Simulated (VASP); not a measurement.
Write the native input for VASP 6.6.1 that does the following.

```
Task                   : single point
Functional             : PBEsol
Potentials or basis    : VASP PAW PBE potentials, release 64 (Cd, Se)
Cutoff                 : 520 eV
k mesh                 : 15 × 15 × 8
Occupations            : gaussian, width 0.01 eV
Spin                   : no spin polarisation
Dipole correction      : no
Further INCAR settings : ALGO = Normal; EDIFF = 1e-06; NBANDS = 26
```

The structure of CdSe (k07) lies in POSCAR:

```
CdSe
1.0
    4.3020798272      0.0000000000      0.0000000000
   -2.1510399136      3.7257104194      0.0000000000
    0.0000000000      0.0000000000      7.0217824360
Cd Se
2 2
Direct
    0.3333333333      0.6666666667     -0.0620000000
    0.6666666667      0.3333333333      0.4380000000
    0.3333333333      0.6666666667      0.4380000000
    0.6666666667      0.3333333333      0.9380000000
```

These files were run (other wordings do the same):

INCAR

```
SYSTEM = CdSe
  PREC = Accurate
  ENCUT = 520
  EDIFF = 1E-6
  ISMEAR = 0
  SIGMA = 0.01
  LREAL = .False.
  LASPH = .True.
  NELM = 60
  ALGO = Normal
  ISIF = 2
  LWAVE = .False.
  LCHARG = .False.
  GGA = PS
  NBANDS = 26
```

KPOINTS

```
Automatic mesh
0
Gamma
  15 15 8
  0 0 0
```

Potentials or basis: VASP PAW PBE potentials, release 64 (Cd, Se).

Launch:

```console
$ cat potpaw_PBE.64/Cd/POTCAR potpaw_PBE.64/Se/POTCAR > POTCAR
$ mpirun -np 1 vasp_std > vasp.out
```

Results of the run:

```json
{
  "Pressure": "4.1 GPa",
  "Band gap on the k mesh": "0.88 eV, direct"
}
```

Caveat: the PAW data sets were made with another functional, which shifts forces and pressure a little.

Run time: 4.6 min on 1 thread of Oxide Virtual Turin-like Processor, with other jobs on the host, peak memory 0.44 GiB.
